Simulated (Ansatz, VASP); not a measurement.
**One calculation of KFeAs2, two programs**

INCAR

```
SYSTEM = KFeAs2
PREC     = Accurate       ! precision mode
ENCUT    = 520            ! plane-wave cutoff, eV
EDIFF    = 1E-7           ! SCF threshold, eV
ISMEAR   = -1             ! smearing method
SIGMA    = 0.05           ! smearing width, eV
LREAL    = .FALSE.        ! projectors in reciprocal space
LASPH    = .TRUE.         ! aspherical terms in the spheres
NELM     = 150            ! most SCF steps
ALGO     = Normal         ! electronic algorithm
ISIF     = 2              ! what is computed and relaxed
LWAVE    = .FALSE.        ! write WAVECAR
LCHARG   = .TRUE.         ! write CHGCAR
ISPIN    = 2              ! spin polarisation
MAGMOM   = 0 0 3 0        ! initial moments
LORBIT   = 11             ! projections on sites
LMAXMIX  = 4              ! l up to which the mixer works
LDAU     = .TRUE.         ! DFT+U
LDAUTYPE = 2            
LDAUL    = -1 2 -1        ! shell
LDAUU    = 0 3 0          ! U, eV
LDAUJ    = 0 0 0        
LDAUPRINT= 1            
GGA      = PE             ! functional
LELF     = .TRUE.         ! ELF
LVHAR    = .TRUE.       
NBANDS   = 26             ! bands
```

Contents of KPOINTS:

```
Automatic mesh
0
G
  9 9 9
  0 0 0
```

The input POSCAR:

```
KFeAs2
1.0
   -1.9803680000      1.9803680000      6.3830190000
    1.9803680000     -1.9803680000      6.3830190000
    1.9803680000      1.9803680000     -6.3830190000
As Fe K
2 1 1
Direct
    0.3307380000      0.3307380000      0.0000000000
    0.6692620000      0.6692620000      0.0000000000
    0.2500000000      0.7500000000      0.5000000000
    0.0000000000      0.0000000000      0.0000000000
```

Contents of input.yaml:

```yaml
crystal:
  lattice:
    - [-1.980368, 1.980368, 6.383019]
    - [1.980368, -1.980368, 6.383019]
    - [1.980368, 1.980368, -6.383019]
  atoms:
    - { symbol: As, position: [0.330738, 0.330738, 0.0] }
    - { symbol: As, position: [0.669262, 0.669262, 0.0] }
    - { symbol: Fe, position: [0.25, 0.75, 0.5], spin: 3.0 }
    - { symbol: K, position: [0.0, 0.0, 0.0] }
hamiltonian:
  xc: pbe
  pseudopotentials: { kind: paw }
  hubbard: { sites: [{ species: Fe, l: d, u_eff: 3.0 }] }
magnetization:
  spin_polarized: true
kpoints:
  mp_grid: { grid: [9, 9, 9] }
  band_path:
    path:
      - [[0.0, 0.0, 0.0], [-0.5, 0.5, 0.0], [-0.5, 0.5, -0.0481292983], [-0.2740646492, 0.2740646492, -0.2740646492], [0.0, 0.0, 0.0], [0.5, 0.5, -0.5], [0.2740646492, 0.7259353508, -0.7259353508], [0.0, 0.5, -0.5], [-0.25, 0.75, -0.25], [0.0481292983, 0.9518707017, -0.5], [0.5, 0.5, -0.5]]
      - [[-0.5, 0.5, 0.0], [-0.25, 0.75, -0.25]]
    npoints: 14
scf:
  occupations: { method: fermi_dirac, width: 0.05 }
  n_extra_bands: 10
output:
  forces: true
  stress: true
  eigenvalues: true
  fatbands: false
```

Alike in both runs: functional PBE; k mesh 9 × 9 × 9; occupations fermi-dirac, width 0.05 eV; collinear spin; Hubbard terms Fe d U = 3.0 eV.

|  | VASP | Ansatz |
| --- | --- | --- |
| version | VASP 6.6.1 | Ansatz 0.2.0 |
| potentials or method | VASP PAW PBE potentials, release 64 (As, Fe, K_sv) | Ansatz PAW |
| plane-wave cutoff (eV) | 520 | 420 |
| valence electrons in the cell | 27 | 55 |
| task | single point | band structure |

VASP gave:

- gap on the k mesh at the Fermi level (eV): none
- pressure (GPa): 4.2
- traceless stress, the component that is largest in VASP (GPa): -2.60
- rms of the force components (eV/Å): 0.219
- net moment per atom (μB): 0.57
- size of the moment on the site where the two differ most (μB): 2.54

Q: Which values does Ansatz return?

A: gap on the k mesh at the Fermi level (eV): none; pressure (GPa): 4.5; traceless stress, the component that is largest in VASP (GPa): -2.86; rms of the force components (eV/Å): 0.237; net moment per atom (μB): 0.55; size of the moment on the site where the two differ most (μB): 2.31.

Site moments also hang on the region over which each program counts them. The programs project onto different local orbitals, so the same U acts differently, and such runs can settle in different states. Atom by atom the forces differ by 0.018 eV/Å (rms over components). A gap of «none» marks a metal or a gap that the smearing closes. VASP's potentials hold 27 valence electrons a cell and Ansatz's 55, so a difference there can come from the potentials and not from the codes.

Noted on Ansatz's run: the magnetic or orbital state may not be the lowest.
